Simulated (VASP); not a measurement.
# Ga3Se (Pm-3m) in VASP: notebook

The runs below take Ga3Se through single point, with PBE.

Everything below comes from runs of VASP 6.6.1. Logs are shortened: lines on timing, memory, paths and dates and some standing lists are left out, and cuts for length are marked.

### Step 1. The cell of the first run

Symmetry: Pm-3m, No. 221, cubic system. Conventional cell: a = 4.432 Å, b = 4.432 Å, c = 4.432 Å, α = 90.00°, β = 90.00°, γ = 90.00°. Within 4.1 Å of Ga (site symmetry 4/mmm) lie 8 Ga at 3.13 Å and 4 Se at 3.13 Å. Within 4.1 Å of Se (site symmetry m-3m) lie 12 Ga at 3.13 Å.

### Step 2. Single point, PBE

INCAR

```
SYSTEM = Ga3Se
ALGO     = Normal         ! electronic algorithm
EDIFF    = 1E-6           ! SCF threshold, eV
ENCUT    = 520            ! plane-wave cutoff, eV
GGA      = PE             ! functional
ISIF     = 2              ! what is computed and relaxed
ISMEAR   = 0              ! smearing method
LASPH    = .TRUE.         ! aspherical terms in the spheres
LCHARG   = .TRUE.         ! write CHGCAR
LELF     = .TRUE.         ! ELF
LREAL    = .FALSE.        ! projectors in reciprocal space
LVHAR    = .TRUE.       
LWAVE    = .FALSE.        ! write WAVECAR
NBANDS   = 30             ! bands
NELM     = 60             ! most SCF steps
PREC     = Accurate       ! precision mode
SIGMA    = 0.1            ! smearing width, eV
```

KPOINTS

```
k-points
0
G
  4 4 4
  0 0 0
```

POSCAR

```
Ga3Se
1.0
    4.4324650000      0.0000000000      0.0000000000
    0.0000000000      4.4324650000      0.0000000000
    0.0000000000      0.0000000000      4.4324650000
Ga Se
3 1
Direct
    0.0000000000      0.5000000000      0.5000000000
    0.5000000000      0.0000000000      0.5000000000
    0.5000000000      0.5000000000      0.0000000000
    0.0000000000      0.0000000000      0.0000000000
```

Potentials or basis: VASP PAW PBE potentials, release 64 (Ga_d, Se).

Run with:

```bash
$ cat potpaw_PBE.64/Ga_d/POTCAR potpaw_PBE.64/Se/POTCAR > POTCAR
$ mpirun -np 1 vasp_std > vasp.out
```

OUTCAR:

```text
SYSTEM = Ga3Se
   EDIFF = 1E-6
   ENCUT = 520
   GGA = PE
   ISIF = 2
   ISMEAR = 0
   LASPH = .TRUE.
   LREAL = .FALSE.
   NELM = 60
   PREC = Accurate

 ion  position               nearest neighbor table
   1  0.000  0.500  0.500-
   2  0.500  0.000  0.500-
   3  0.500  0.500  0.000-
   4  0.000  0.000  0.000-

  LATTYP: Found a simple cubic cell.
 ALAT       =     4.4324650000

  Lattice vectors:

 A1 = (   4.4324650000,   0.0000000000,   0.0000000000)
 A2 = (   0.0000000000,   4.4324650000,   0.0000000000)
 A3 = (   0.0000000000,   0.0000000000,   4.4324650000)

Analysis of symmetry for initial positions (statically):
=====================================================================
 Subroutine PRICEL returns:
 Original cell was already a primitive cell.

 Routine SETGRP: Setting up the symmetry group for a
 simple cubic supercell.

 Subroutine GETGRP returns: Found 48 space group operations
 (whereof 48 operations were pure point group operations)
 out of a pool of 48 trial point group operations.

The static configuration has the point symmetry O_h .

Analysis of symmetry for dynamics (positions and initial velocities):
=====================================================================
 Subroutine PRICEL returns:
 Original cell was already a primitive cell.

 Routine SETGRP: Setting up the symmetry group for a
 simple cubic supercell.

 Subroutine GETGRP returns: Found 48 space group operations
 (whereof 48 operations were pure point group operations)
 out of a pool of 48 trial point group operations.

The dynamic configuration has the point symmetry O_h .

 Subroutine INISYM returns: Found 48 space group operations
 (whereof 48 operations are pure point group operations),
 and found     1 'primitive' translations

----------------------------------------------------------------------------------------

                                     Primitive cell

  volume of cell :      87.0835

  direct lattice vectors                    reciprocal lattice vectors
     4.432465000  0.000000000  0.000000000     0.225608098  0.000000000  0.000000000
     0.000000000  4.432465000  0.000000000     0.000000000  0.225608098  0.000000000
     0.000000000  0.000000000  4.432465000     0.000000000  0.000000000  0.225608098

  length of vectors
     4.432465000  4.432465000  4.432465000     0.225608098  0.225608098  0.225608098

  position of ions in fractional coordinates (direct lattice)
     0.000000000  0.500000000  0.500000000
     0.500000000  0.000000000  0.500000000
     0.500000000  0.500000000  0.000000000
     0.000000000  0.000000000  0.000000000

  ion indices of the primitive-cell ions
   primitive index   ion index
                 1           1
                 2           2
                 3           3
                 4           4

----------------------------------------------------------------------------------------

 KPOINTS: k-points

Automatic generation of k-mesh.
 Grid dimensions read from file:
 generate k-points for:    4    4    4

 Generating k-lattice:

  Cartesian coordinates                     Fractional coordinates (reciprocal lattice)
     0.056402025  0.000000000  0.000000000     0.250000000  0.000000000  0.000000000
     0.000000000  0.056402025  0.000000000     0.000000000  0.250000000  0.000000000
     0.000000000  0.000000000  0.056402025     0.000000000  0.000000000  0.250000000

  Length of vectors
     0.056402025  0.056402025  0.056402025

  Shift w.r.t. Gamma in fractional coordinates (k-lattice)
     0.000000000  0.000000000  0.000000000

 Subroutine IBZKPT returns following result:
 ===========================================

 Found     10 irreducible k-points:

 Following reciprocal coordinates:
            Coordinates               Weight
  0.000000  0.000000  0.000000      1.000000
  0.250000  0.000000  0.000000      6.000000
  0.500000  0.000000  0.000000      3.000000
  0.250000  0.250000  0.000000     12.000000
  0.500000  0.250000  0.000000     12.000000
  0.500000  0.500000  0.000000      3.000000
  0.250000  0.250000  0.250000      8.000000
  0.500000  0.250000  0.250000     12.000000
  0.500000  0.500000  0.250000      6.000000
  0.500000  0.500000  0.500000      1.000000
   k-points           NKPTS =     10   k-points in BZ     NKDIM =     10   number of bands    NBANDS=     30
   number of dos      NEDOS =    301   number of ions     NIONS =      4
   total plane-waves  NPLWV =  46656
   dimension x,y,z NGX =    36 NGY =   36 NGZ =   36
   dimension x,y,z NGXF=    72 NGYF=   72 NGZF=   72
   ions per type =               3   1
   NGX,Y,Z   is equivalent  to a cutoff of  13.50, 13.50, 13.50 a.u.
   NGXF,Y,Z  is equivalent  to a cutoff of  27.00, 27.00, 27.00 a.u.
 SYSTEM =  Ga3Se
   PREC   = accura    normal or accurate (medium, high low for compatibility)
   ISTART =      0    job   : 0-new  1-cont  2-samecut
   ICHARG =      2    charge: 1-file 2-atom 10-const
   ISPIN  =      1    spin polarized calculation?
   LNONCOLLINEAR =      F non collinear calculations
   LSORBIT =      F    spin-orbit coupling
   LASPH  =      T    aspherical Exc in radial PAW
   ENCUT  =  520.0 eV  38.22 Ry    6.18 a.u.   8.24  8.24  8.24*2*pi/ulx,y,z
   NELM   =     60;   NELMIN=  2; NELMDL= -5     # of ELM steps
   EDIFF  = 0.1E-05   stopping-criterion for ELM
   LREAL  =      F    real-space projection
   EDIFFG = 0.1E-04   stopping-criterion for IOM
   NSW    =      0    number of steps for IOM
   IBRION =     -1    ionic relax: 0-MD 1-quasi-New 2-CG
   NFREE  =      0    steps in history (QN), initial steepest desc. (CG)
   ISIF   =      2    stress and relaxation
   ISYM   =      2    0-nonsym 1-usesym 2-fastsym
   POTIM  = 0.5000    time-step for ionic-motion
   TEBEG  =    0.0;   TEEND  =   0.0 temperature during run
   PSTRESS=    0.0 pullay stress
   NELECT =      45.0000    total number of electrons
   NUPDOWN=      -1.0000    fix difference up-down
   EMIN   =  10.00;   EMAX   =-10.00  energy-range for DOS
   EFERMI =   0.00;   METHOD = LEGACY
   ISMEAR =     0;   SIGMA  =   0.10  broadening in eV -4-tet -1-fermi 0-gaus
   EFERMI_NEDOS =   21; number of points for ismear=-14 and -15
   IALGO  =     38    algorithm
   IMIX   =      4    mixing-type and parameters
     AMIX     =   0.40;   BMIX     =  1.00
     AMIX_MAG =   1.60;   BMIX_MAG =  1.00
  volume/ion in A,a.u.               =      21.77       146.92
  Fermi-wavevector in a.u.,A,eV,Ry     =   1.313713  2.482557 23.481488  1.725841
  Thomas-Fermi vector in A             =   2.444016
   LORBIT       =      0    0 simple, 1 ext, 2 COOP (PROOUT), +10 PAW based schemes
   GGA     = PE    functional components
   LHFCALC =     F    Hartree Fock is set to
   AEXX    =    0.0000 exact exchange contribution
   IVDW    =     0    specifies the selected vdW correction
   LEPSILON=     F    determine dielectric tensor
   LRPA    =     F    only Hartree local field effects (RPA)
 non-spin polarized calculation
 Gauss-broadening in eV      SIGMA  =   0.10
  energy-cutoff  :      520.00
  volume of cell :       87.08
 maximum number of plane-waves:      2360
 NGX is ok and might be reduce to    36
   NGX = 17   NGY = 17   NGZ = 17

 number of electron      44.9999944 magnetization

 Free energy of the ion-electron system (eV)
  ---------------------------------------------------
  ext. energy  EPLUGINS =         0.00000000
  ---------------------------------------------------
  free energy    TOTEN  =       -12.36796340 eV

  energy without entropy =      -12.35824690  energy(sigma->0) =      -12.36310515

 E-fermi :   4.6546     XC(G=0): -10.2647

 val. band max:        4.6242650000   @ k =   0.5000   0.2500   0.2500
 cond. band min:       4.8841499505   @ k =   0.5000   0.2500   0.0000
 fundamental gap:      0.2598849505
 Fermi energy:         4.6545902316

 k-point     1 :       0.0000    0.0000    0.0000
  band No.  band energies     occupation
      1     -10.4195      2.00000
      2     -10.4008      2.00000
      3     -10.4008      2.00000
      4     -10.4008      2.00000
      5     -10.3496      2.00000
      6     -10.3496      2.00000
[... 22 lines left out ...]
     29      10.6263      0.00000
     30      11.7486      0.00000

 k-point     2 :       0.2500    0.0000    0.0000
  band No.  band energies     occupation
      1     -10.3945      2.00000
      2     -10.3849      2.00000
      3     -10.3713      2.00000
      4     -10.3713      2.00000
      5     -10.3454      2.00000
      6     -10.3292      2.00000
[... 22 lines left out ...]
     29      11.7859      0.00000
     30      11.9815      0.00000

 k-point     3 :       0.5000    0.0000    0.0000
  band No.  band energies     occupation
      1     -10.3875      2.00000
      2     -10.3480      2.00000
      3     -10.3207      2.00000
      4     -10.3169      2.00000
      5     -10.3169      2.00000
      6     -10.2983      2.00000
[... 22 lines left out ...]
     29       9.1928      0.00000
     30      10.8457      0.00000

 k-point     4 :       0.2500    0.2500    0.0000
  band No.  band energies     occupation
      1     -10.3750      2.00000
      2     -10.3743      2.00000
      3     -10.3552      2.00000
      4     -10.3454      2.00000
      5     -10.3344      2.00000
      6     -10.3143      2.00000
[... 22 lines left out ...]
     29       9.6200      0.00000
     30      10.3343      0.00000

 k-point     5 :       0.5000    0.2500    0.0000
  band No.  band energies     occupation
      1     -10.3608      2.00000
      2     -10.3435      2.00000
      3     -10.3392      2.00000
      4     -10.3244      2.00000
      5     -10.3093      2.00000
      6     -10.3040      2.00000
[... 22 lines left out ...]
     29       8.7455      0.00000
     30      11.1378      0.00000
[... 64 lines left out ...]
     29      10.5015      0.00000
     30      12.6472      0.00000

 k-point     8 :       0.5000    0.2500    0.2500
  band No.  band energies     occupation
      1     -10.3890      2.00000
      2     -10.3579      2.00000
      3     -10.3410      2.00000
      4     -10.3308      2.00000
      5     -10.3173      2.00000
      6     -10.3169      2.00000
[... 22 lines left out ...]
     29      10.8987      0.00000
     30      11.0439      0.00000

 k-point     9 :       0.5000    0.5000    0.2500
  band No.  band energies     occupation
      1     -10.4212      2.00000
      2     -10.3446      2.00000
      3     -10.3446      2.00000
      4     -10.3356      2.00000
      5     -10.3235      2.00000
      6     -10.3235      2.00000
[... 22 lines left out ...]
     29      11.0198      0.00000
     30      12.6686      0.00000

 k-point    10 :       0.5000    0.5000    0.5000
  band No.  band energies     occupation
      1     -10.4656      2.00000
      2     -10.3491      2.00000
      3     -10.3491      2.00000
      4     -10.3491      2.00000
      5     -10.3399      2.00000
      6     -10.3399      2.00000
[... 22 lines left out ...]
     29      13.1980      0.00000
     30      13.1980      0.00000

------------------------ aborting loop because EDIFF is reached ----------------------------------------

  FORCE on cell =-STRESS in cart. coord.  units (eV):
  Direction    XX          YY          ZZ          XY          YZ          ZX
  --------------------------------------------------------------------------------------
  -------------------------------------------------------------------------------------
  Total       -0.0161166     -0.0161166     -0.0161166     -0.0000000     -0.0000000     -0.0000000
  in kB       -0.2965156     -0.2965156     -0.2965156     -0.0000000     -0.0000000     -0.0000000
  external PRESSURE =      -0.2965156 kB  Pullay stress =       0.0000000 kB

 VOLUME and BASIS-vectors are now :
 -----------------------------------------------------------------------------
  energy-cutoff  :      520.00
  volume of cell :       87.08
      direct lattice vectors                 reciprocal lattice vectors
     4.432465000  0.000000000  0.000000000     0.225608098  0.000000000  0.000000000
     0.000000000  4.432465000  0.000000000     0.000000000  0.225608098  0.000000000
     0.000000000  0.000000000  4.432465000     0.000000000  0.000000000  0.225608098

 POSITION                                       TOTAL-FORCE (eV/Angst)
 -----------------------------------------------------------------------------------
      0.00000      2.21623      2.21623         0.000000      0.000000      0.000000
      2.21623      0.00000      2.21623         0.000000      0.000000      0.000000
      2.21623      2.21623      0.00000         0.000000      0.000000      0.000000
      0.00000      0.00000      0.00000         0.000000      0.000000      0.000000
 -----------------------------------------------------------------------------------
    total drift:                                0.000000      0.000000      0.000000

  FREE ENERGIE OF THE ION-ELECTRON SYSTEM (eV)
  ---------------------------------------------------
  free  energy   TOTEN  =       -12.3679633992 eV

  energy  without entropy=      -12.3582468954  energy(sigma->0) =      -12.36310515
```

It took 29 s on 1 thread of AMD EPYC 7R43 (Zen 3), shared host; peak memory 0.17 GiB.

What came out:

- Free energy: -12.3680 eV
- Pressure: 0.0 GPa

### Step 3. Single point, PBE

This run uses another cell than the first one, of 21.42 Å³/atom, 0.984 times its volume.

INCAR

```
PREC = Accurate ; ENCUT = 520
EDIFF = 1E-7 ; ISMEAR = 0
SIGMA = 0.1 ; LREAL = F
LASPH = T ; NELM = 80
ALGO = Normal ; ISIF = 2
LWAVE = F ; LCHARG = F
GGA = PE ; NBANDS = 30
```

KPOINTS

```
Automatic mesh
0
Gamma
  10 10 10
```

POSCAR

```
Ga3Se
1.0
    4.4084263080      0.0000000000      0.0000000000
    0.0000000000      4.4084263080      0.0000000000
    0.0000000000      0.0000000000      4.4084263080
Ga Se
3 1
Direct
    0.0000000000      0.5000000000      0.5000000000
    0.5000000000      0.0000000000      0.5000000000
    0.5000000000      0.5000000000      0.0000000000
    0.0000000000      0.0000000000      0.0000000000
```

Potentials or basis: VASP PAW PBE potentials, release 64 (Ga_d, Se).

Run with:

```bash
$ cat potpaw_PBE.64/Ga_d/POTCAR potpaw_PBE.64/Se/POTCAR > POTCAR
$ mpirun -np 1 vasp_std > vasp.out
```

It took 3.4 min on 1 thread of AMD EPYC 7R43 (Zen 3), shared host; peak memory 0.23 GiB.

It converged, with:

- Free energy: -12.4198 eV
- Pressure: 0.1 GPa

Levels at points of the mesh, in eV from the Fermi level:
| k point | band 18 | band 19 | band 20 | band 21 | band 22 | band 23 | band 24 | band 25 | band 26 | band 27 |
| --- | --- | --- | --- | --- | --- | --- | --- | --- | --- | --- |
| (0.00, 0.00, 0.00) | -3.79 | -3.79 | -3.79 | -2.81 | -2.81 | 1.63 | 1.63 | 1.63 | 4.46 | 4.46 |
| (0.50, 0.00, 0.00) | -5.27 | -2.84 | -2.84 | -2.10 | -1.06 | -0.27 | -0.27 | 1.16 | 4.08 | 4.24 |
| (0.50, 0.50, 0.00) | -6.88 | -6.43 | -2.20 | -0.79 | -0.68 | -0.68 | 1.41 | 1.67 | 1.67 | 1.88 |
| (0.50, 0.50, 0.50) | -5.07 | -5.07 | -4.95 | -4.95 | -4.95 | -3.54 | 4.04 | 4.04 | 4.04 | 8.66 |
